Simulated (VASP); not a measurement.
Runs of VASP 6.6.1 on MgSe. The structure is that of space group Fm-3m (No. 225), or close to it. The cells are those of the table. 

```tsv
cell	gap on the mesh (eV)	pressure (GPa)
a = 3.629 Å, angles 60.0°, 2 atoms	2.09	19.9
a = 3.804 Å, angles 60.0°, 2 atoms	1.86	(c)
a = 3.896 Å, angles 60.0°, 2 atoms	1.74	-0.1
a = 3.734 Å, angles 60.0°, 2 atoms	(a)	(b)
```

Alike in all rows: task single point; level PBE; potentials or basis VASP PAW PBE potentials, release 64 (Mg, Se); no spin polarisation; k mesh 6 × 6 × 6; cutoff (eV) 600; smearing gaussian 0.01 eV.

Task: Fill in the values left out.

Result: (a) 1.96; (b) 9.9; (c) 4.9.

A k mesh can miss the band edges, and the runs leave out spin-orbit coupling on Se.
